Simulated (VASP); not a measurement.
# Sr3Be (I4/mmm) in VASP: a series of runs

The runs below take Sr3Be through relaxation of cell and atoms, single point, with PBE.

Program: VASP 6.6.1. These are calculated values, not measurements. Logs are shortened: lines on timing, memory, paths and dates and some standing lists are left out, and cuts for length are marked.

## Step 1: The cell of the first run

Symmetry: I4/mmm, No. 139, tetragonal system. The conventional cell has a = 4.558 Å, b = 4.558 Å, c = 10.182 Å, α = 90.00°, β = 90.00°, γ = 90.00°. Sr (site symmetry 4/mmm) has 4 Be at 3.22 Å and 8 Sr at 3.42 Å within 4.2 Å. Within 4.2 Å of Sr (site symmetry -4m2) lie 8 Sr at 3.22 to 3.42 Å and 4 Be at 3.42 Å. Be (site symmetry 4/mmm) has 12 Sr at 3.22 to 3.42 Å within 4.2 Å.

## Step 2: Relaxation of cell and atoms, PBE

INCAR

```
SYSTEM = Sr3Be
PREC = Accurate ; ENCUT = 600
EDIFF = 1E-6 ; ISMEAR = 0
SIGMA = 0.1 ; LREAL = .FALSE.
LASPH = .TRUE. ; NELM = 80
ALGO = Normal ; ISIF = 3
LWAVE = .FALSE. ; LCHARG = .FALSE.
GGA = PE ; IBRION = 2
NSW = 90 ; EDIFFG = -0.04
```

KPOINTS

```
Automatic mesh
0
G
  6 6 6
  0 0 0
```

POSCAR

```
Sr3Be
1.0
   -2.2791865041      2.2791865041      5.0911698533
    2.2791865041     -2.2791865041      5.0911698533
    2.2791865041      2.2791865041     -5.0911698533
Sr Be
3 1
Direct
    0.5000000000      0.5000000000      0.0000000000
    0.2500000000      0.7500000000      0.5000000000
    0.7500000000      0.2500000000      0.5000000000
    0.0000000000      0.0000000000      0.0000000000
```

Potentials or basis: VASP PAW PBE potentials, release 64 (Sr_sv, Be).

Run with:

```sh
cat potpaw_PBE.64/Sr_sv/POTCAR potpaw_PBE.64/Be/POTCAR > POTCAR
mpirun -np 1 vasp_std > vasp.out
```

OUTCAR:

```text
SYSTEM = Sr3Be
   PREC = Accurate
   ENCUT = 600
   EDIFF = 1E-6
   ISMEAR = 0
   LREAL = .FALSE.
   LASPH = .TRUE.
   NELM = 80
   ISIF = 3
   GGA = PE
   IBRION = 2
   NSW = 90
   EDIFFG = -0.04

 ion  position               nearest neighbor table
   1  0.500  0.500  0.000-   4 3.22   4 3.22   4 3.22   4 3.22   3 3.42   2 3.42   3 3.42   3 3.42
                             2 3.42   2 3.42   3 3.42   2 3.42
   2  0.250  0.750  0.500-   3 3.22   3 3.22   3 3.22   3 3.22   4 3.42   1 3.42   4 3.42   1 3.42
                             4 3.42   4 3.42   1 3.42   1 3.42   3 5.09   3 5.09
   3  0.750  0.250  0.500-   2 3.22   2 3.22   2 3.22   2 3.22   4 3.42   1 3.42   4 3.42   4 3.42
                             1 3.42   1 3.42   4 3.42   1 3.42   2 5.09   2 5.09
   4  0.000  0.000  0.000-   1 3.22   1 3.22   1 3.22   1 3.22   3 3.42   2 3.42   3 3.42   2 3.42
                             3 3.42   3 3.42   2 3.42   2 3.42

  LATTYP: Found a body centered tetragonal cell.
 ALAT       =     4.5583730082
 C/A-ratio  =     2.2337662338

  Lattice vectors:

 A1 = (  -2.2791865041,   2.2791865041,   5.0911698533)
 A2 = (   2.2791865041,  -2.2791865041,   5.0911698533)
 A3 = (   2.2791865041,   2.2791865041,  -5.0911698533)

Analysis of symmetry for initial positions (statically):
=====================================================================
 Subroutine PRICEL returns:
 Original cell was already a primitive cell.

 Routine SETGRP: Setting up the symmetry group for a
 body centered tetragonal supercell.

 Subroutine GETGRP returns: Found 16 space group operations
 (whereof 16 operations were pure point group operations)
 out of a pool of 16 trial point group operations.

The static configuration has the point symmetry D_4h.

Analysis of symmetry for dynamics (positions and initial velocities):
=====================================================================
 Subroutine PRICEL returns:
 Original cell was already a primitive cell.

 Routine SETGRP: Setting up the symmetry group for a
 body centered tetragonal supercell.

 Subroutine GETGRP returns: Found 16 space group operations
 (whereof 16 operations were pure point group operations)
 out of a pool of 16 trial point group operations.

The dynamic configuration has the point symmetry D_4h.

 Subroutine INISYM returns: Found 16 space group operations
 (whereof 16 operations are pure point group operations),
 and found     1 'primitive' translations

----------------------------------------------------------------------------------------

                                     Primitive cell

  volume of cell :     105.7882

  direct lattice vectors                    reciprocal lattice vectors
    -2.279186504  2.279186504  5.091169853     0.000000000  0.219376518  0.098209255
     2.279186504 -2.279186504  5.091169853     0.219376518  0.000000000  0.098209255
     2.279186504  2.279186504 -5.091169853     0.219376518  0.219376518  0.000000000

  length of vectors
     6.025727567  6.025727567  6.025727567     0.240356224  0.240356224  0.310245248

  position of ions in fractional coordinates (direct lattice)
     0.500000000  0.500000000  0.000000000
     0.250000000  0.750000000  0.500000000
     0.750000000  0.250000000  0.500000000
     0.000000000  0.000000000  0.000000000

  ion indices of the primitive-cell ions
   primitive index   ion index
                 1           1
                 2           2
                 3           3
                 4           4

----------------------------------------------------------------------------------------

 KPOINTS: Automatic mesh

Automatic generation of k-mesh.
 Grid dimensions read from file:
 generate k-points for:    6    6    6

 Generating k-lattice:

  Cartesian coordinates                     Fractional coordinates (reciprocal lattice)
     0.000000000  0.036562753  0.016368209     0.166666667  0.000000000  0.000000000
     0.036562753  0.000000000  0.016368209     0.000000000  0.166666667  0.000000000
     0.036562753  0.036562753  0.000000000     0.000000000  0.000000000  0.166666667

  Length of vectors
     0.040059371  0.040059371  0.051707541

  Shift w.r.t. Gamma in fractional coordinates (k-lattice)
     0.000000000  0.000000000  0.000000000

 Subroutine IBZKPT returns following result:
 ===========================================

 Found     30 irreducible k-points:

 Following reciprocal coordinates:
            Coordinates               Weight
  0.000000  0.000000  0.000000      1.000000
  0.166667 -0.000000  0.000000      8.000000
  0.333333  0.000000 -0.000000      8.000000
  0.500000  0.000000 -0.000000      4.000000
  0.166667  0.166667 -0.000000      8.000000
  0.333333  0.166667 -0.000000     16.000000
[... 16 lines left out ...]
 -0.333333 -0.333333  0.166667      8.000000
 -0.166667 -0.333333  0.166667      8.000000
 [... further k-points ...]
   k-points           NKPTS =     30   k-points in BZ     NKDIM =     30   number of bands    NBANDS=     20
   number of dos      NEDOS =    301   number of ions     NIONS =      4
   total plane-waves  NPLWV = 110592
   dimension x,y,z NGX =    48 NGY =   48 NGZ =   48
   dimension x,y,z NGXF=    96 NGYF=   96 NGZF=   96
   ions per type =               3   1
   NGX,Y,Z   is equivalent  to a cutoff of  13.24, 13.24, 13.24 a.u.
   NGXF,Y,Z  is equivalent  to a cutoff of  26.49, 26.49, 26.49 a.u.
 SYSTEM =  Sr3Be
   PREC   = accura    normal or accurate (medium, high low for compatibility)
   ISTART =      0    job   : 0-new  1-cont  2-samecut
   ICHARG =      2    charge: 1-file 2-atom 10-const
   ISPIN  =      1    spin polarized calculation?
   LNONCOLLINEAR =      F non collinear calculations
   LSORBIT =      F    spin-orbit coupling
   LASPH  =      T    aspherical Exc in radial PAW
   ENCUT  =  600.0 eV  44.10 Ry    6.64 a.u.  12.03 12.03 12.03*2*pi/ulx,y,z
   NELM   =     80;   NELMIN=  2; NELMDL= -5     # of ELM steps
   EDIFF  = 0.1E-05   stopping-criterion for ELM
   LREAL  =      F    real-space projection
   EDIFFG = -.4E-01   stopping-criterion for IOM
   NSW    =     90    number of steps for IOM
   IBRION =      2    ionic relax: 0-MD 1-quasi-New 2-CG
   NFREE  =      1    steps in history (QN), initial steepest desc. (CG)
   ISIF   =      3    stress and relaxation
   ISYM   =      2    0-nonsym 1-usesym 2-fastsym
   POTIM  = 0.5000    time-step for ionic-motion
   TEBEG  =    0.0;   TEEND  =   0.0 temperature during run
   PSTRESS=    0.0 pullay stress
   NELECT =      32.0000    total number of electrons
   NUPDOWN=      -1.0000    fix difference up-down
   EMIN   =  10.00;   EMAX   =-10.00  energy-range for DOS
   EFERMI =   0.00;   METHOD = LEGACY
   ISMEAR =     0;   SIGMA  =   0.10  broadening in eV -4-tet -1-fermi 0-gaus
   EFERMI_NEDOS =   21; number of points for ismear=-14 and -15
   IALGO  =     38    algorithm
   IMIX   =      4    mixing-type and parameters
     AMIX     =   0.40;   BMIX     =  1.00
     AMIX_MAG =   1.60;   BMIX_MAG =  1.00
  volume/ion in A,a.u.               =      26.45       178.47
  Fermi-wavevector in a.u.,A,eV,Ry     =   1.098953  2.076720 16.431720  1.207697
  Thomas-Fermi vector in A             =   2.235339
   LORBIT       =      0    0 simple, 1 ext, 2 COOP (PROOUT), +10 PAW based schemes
   GGA     = PE    functional components
   LHFCALC =     F    Hartree Fock is set to
   AEXX    =    0.0000 exact exchange contribution
   IVDW    =     0    specifies the selected vdW correction
   LEPSILON=     F    determine dielectric tensor
   LRPA    =     F    only Hartree local field effects (RPA)
 conjugate gradient relaxation of ions
 non-spin polarized calculation
 Gauss-broadening in eV      SIGMA  =   0.10
  energy-cutoff  :      600.00
  volume of cell :      105.79
 maximum number of plane-waves:      3556
   NGX = 23   NGY = 23   NGZ = 23

--------------------------------------- Ionic step        1  -------------------------------------------

 number of electron      32.0000000 magnetization

 Free energy of the ion-electron system (eV)
  ---------------------------------------------------
  ext. energy  EPLUGINS =         0.00000000
  ---------------------------------------------------
  free energy    TOTEN  =        -5.19672057 eV

  energy without entropy =       -5.17199917  energy(sigma->0) =       -5.18435987

 E-fermi :   3.6850     XC(G=0):  -9.3145

 val. band max:        3.6780424822   @ k =   0.3333   0.0000  -0.0000
 cond. band min:       3.6888038056   @ k =  -0.1667   0.1667   0.1667
 fundamental gap:      0.0107613234
 Fermi energy:         3.6850333248

 k-point     1 :       0.0000    0.0000    0.0000
  band No.  band energies     occupation
      1     -32.1784      2.00000
      2     -31.8590      2.00000
      3     -31.7768      2.00000
      4     -14.7382      2.00000
      5     -14.7084      2.00000
      6     -14.7084      2.00000
[... 12 lines left out ...]
     19       5.1640      0.00000
[... 513 lines left out ...]
      4     -14.7213      2.00000
      5     -14.6844      2.00000
      6     -14.5528      2.00000
[... 12 lines left out ...]
     19       4.5568      0.00000
     20       5.1050      0.00000

 [... further k-points ...]

------------------------ aborting loop because EDIFF is reached ----------------------------------------

  FORCE on cell =-STRESS in cart. coord.  units (eV):
  Direction    XX          YY          ZZ          XY          YZ          ZX
  --------------------------------------------------------------------------------------
  -------------------------------------------------------------------------------------
  Total        7.7066929      7.7066929      6.2145631      0.0000000     -0.0000000     -0.0000000
  in kB      116.7189391    116.7189391     94.1204245      0.0000000     -0.0000000     -0.0000000
  external PRESSURE =     109.1861009 kB  Pullay stress =       0.0000000 kB
[... 251 lines left out ...]
  energy  without entropy=       -6.5037967560  energy(sigma->0) =       -6.51791956

--------------------------------------- Ionic step        8  -------------------------------------------

 number of electron      32.0000000 magnetization

 Free energy of the ion-electron system (eV)
  ---------------------------------------------------
  ext. energy  EPLUGINS =         0.00000000
  ---------------------------------------------------
  free energy    TOTEN  =        -6.53428698 eV

  energy without entropy =       -6.50539229  energy(sigma->0) =       -6.51983964

 E-fermi :   1.9460     XC(G=0):  -7.9160

 val. band max:        1.9317256396   @ k =   0.5000   0.5000  -0.0000
 cond. band min:       1.9650282337   @ k =   0.1667   0.1667  -0.0000
 fundamental gap:      0.0333025940
 Fermi energy:         1.9460126841

 k-point     1 :       0.0000    0.0000    0.0000
  band No.  band energies     occupation
      1     -34.3714      2.00000
      2     -34.3111      2.00000
      3     -34.2860      2.00000
      4     -16.5831      2.00000
      5     -16.4773      2.00000
      6     -16.4773      2.00000
[... 12 lines left out ...]
     19       3.1432      0.00000
[... 513 lines left out ...]
      4     -16.5426      2.00000
      5     -16.4987      2.00000
      6     -16.4940      2.00000
[... 12 lines left out ...]
     19       2.8784      0.00000
     20       3.2726      0.00000

 [... further k-points ...]

------------------------ aborting loop because EDIFF is reached ----------------------------------------

  FORCE on cell =-STRESS in cart. coord.  units (eV):
  Direction    XX          YY          ZZ          XY          YZ          ZX
  --------------------------------------------------------------------------------------
  -------------------------------------------------------------------------------------
  Total       -0.0554702     -0.0554702     -0.0366750      0.0000000      0.0000000      0.0000000
  in kB       -0.5642085     -0.5642085     -0.3730357      0.0000000      0.0000000      0.0000000
  external PRESSURE =      -0.5004842 kB  Pullay stress =       0.0000000 kB
[... 19 lines left out ...]
  FREE ENERGIE OF THE ION-ELECTRON SYSTEM (eV)
  ---------------------------------------------------
  free  energy   TOTEN  =        -6.5342869823 eV

  energy  without entropy=       -6.5053922891  energy(sigma->0) =       -6.51983964

 reached required accuracy - stopping structural energy minimisation
```

Run time: 15 min. Hardware: 1 thread of Oxide Virtual Turin-like, shared host; peak memory 0.34 GiB.

Results:

| Item | Value |
| --- | --- |
| Free energy | -6.5343 eV |
| Relaxed volume | 39.38 Å³/atom |
| Relaxed cell | a = 6.650 Å, b = 6.650 Å, c = 6.650 Å, α = 132.36°, β = 132.36°, γ = 69.66° |
| Space group after relaxing (to 0.1 Å) | I4/mmm (No. 139) |
| Energy gained by relaxing | 334.4 meV/atom |
| Ionic steps | 8 |
| Pressure after relaxing | -0.1 GPa |
| Band gap on the k mesh | zero (bands 16 and 17 overlap by 0.55 eV) |

Step by step:
| step | energy change (eV) | largest force (eV/Å) | pressure (GPa) | volume (Å³) |
| --- | --- | --- | --- | --- |
| 1 | 0.0000 | 0.0000 | 10.92 | 105.79 |
| 2 | -1.1571 | 0.0000 | 2.69 | 135.84 |
| 3 | -1.3160 | 0.0000 | 0.62 | 151.61 |
| 4 | -1.3291 | 0.0000 | 0.05 | 157.55 |
| 5 | -1.3292 | 0.0000 | -0.06 | 158.73 |
| 6 | -1.3312 | 0.0000 | -0.06 | 158.63 |
| 7 | -1.3353 | 0.0000 | -0.05 | 158.30 |
| 8 | -1.3376 | 0.0000 | -0.05 | 157.52 |

Final structure:
```yaml
crystal:
  lattice:
    - [-2.68583, 2.68583, 5.45900]
    - [2.68583, -2.68583, 5.45900]
    - [2.68583, 2.68583, -5.45900]
  atoms:
    - { symbol: Sr, position: [0.50000, 0.50000, 0.00000] }
    - { symbol: Sr, position: [0.25000, 0.75000, 0.50000] }
    - { symbol: Sr, position: [0.75000, 0.25000, 0.50000] }
    - { symbol: Be, position: [0.00000, 0.00000, 0.00000] }
```

Caveat: the volume moved by over 15 % at a fixed basis, so the end points are rough.

## Step 3: Single point, PBE

This run uses another cell than the first one, of 39.35 Å³/atom.

INCAR

```
  PREC = Accurate
  ENCUT = 520
  EDIFF = 1E-7
  ISMEAR = 0
  SIGMA = 0.1
  LREAL = False
  LASPH = True
  NELM = 100
  ALGO = Fast
  ISIF = 2
  LWAVE = False
  LCHARG = True
  GGA = PE
  LELF = True
  LVHAR = True
  NBANDS = 24
```

KPOINTS

```
regular mesh
0
Gamma
  12 12 12
```

POSCAR

```
Sr3Be
1.0
   -2.6614776143      2.6614776143      5.5550986821
    2.6614776143     -2.6614776143      5.5550986821
    2.6614776143      2.6614776143     -5.5550986821
Sr Be
3 1
Direct
    0.5000000000      0.5000000000      0.0000000000
    0.2500000000      0.7500000000      0.5000000000
    0.7500000000      0.2500000000      0.5000000000
    0.0000000000      0.0000000000      0.0000000000
```

Potentials or basis: VASP PAW PBE potentials, release 64 (Sr_sv, Be).

Run with:

```sh
cat potpaw_PBE.64/Sr_sv/POTCAR potpaw_PBE.64/Be/POTCAR > POTCAR
mpirun -np 1 vasp_std > vasp.out
```

It took 45 min on 1 thread of Oxide Virtual Turin-like, shared host; peak memory 0.7 GiB.

Results (log left out):

* Free energy: -6.5354 eV
* Pressure: 0.0 GPa
* Band gap on the k mesh: zero (bands 16 and 17 overlap by 0.56 eV)

Levels at points of the mesh, in eV from the Fermi level:
```
           k point  band 12  band 13  band 14  band 15  band 16  band 17  band 18  band 19  band 20  band 21
(0.00, 0.00, 0.00)   -18.12    -4.31    -0.99    -0.51     0.25     0.25     0.78     1.03     1.27     1.68
(0.50, 0.00, 0.00)   -18.13    -2.92    -2.21    -0.69    -0.01     0.19     0.39     1.17     1.85     1.88
(0.50, 0.50, 0.00)   -18.11    -2.65    -1.37    -0.70    -0.60    -0.11    -0.04     0.88     1.28     1.71
(0.50, 0.50, 0.50)   -18.14    -3.26    -2.61    -0.96     0.23     0.73     0.73     0.98     0.98     1.10
```

The gap in the log of VASP goes by the Fermi energy; the results here count the filled bands.